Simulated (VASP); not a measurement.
**Ir: single point with r2SCAN**

The system is Ir.

```
Ir
1.0
     0.00000    1.92279    1.92279
     1.92279    0.00000    1.92279
     1.92279    1.92279    0.00000
Ir
1
Cartesian
  0.0000 0.0000 0.0000
```

```json
{
 "Program": "VASP 6.6.1",
 "Task": "single point",
 "Functional": "r2SCAN",
 "Potentials or basis": "VASP PAW PBE potentials, release 64 (Ir)",
 "Cutoff": "520 eV",
 "k mesh": "14 × 14 × 14",
 "Occupations": "fermi-dirac, width 0.1 eV",
 "Spin": "no spin polarisation",
 "Dipole correction": "no",
 "Further INCAR settings": "ALGO = Normal; EDIFF = 1e-06; NBANDS = 10"
}
```

```json
{"Pressure": "2.5 GPa"}
```

Levels at points of the mesh, in eV from the Fermi level:
```csv
k point,band 2,band 3,band 4,band 5,band 6,band 7
"(0.00, 0.00, 0.00)",-3.90,-3.90,-3.90,-1.21,-1.21,15.18
"(0.50, 0.00, 0.00)",-4.05,-4.05,-0.62,1.00,1.00,7.68
"(0.50, 0.50, 0.00)",-7.50,0.90,1.63,1.63,1.85,11.07
```

Run time: 39 s on 1 thread of Intel Xeon 6975P-C (shared host), peak memory 0.14 GiB.

Caveat: the PAW data sets were made with another functional, which shifts forces and pressure a little; spin-orbit coupling is left out, which moves the levels of the heavy elements.
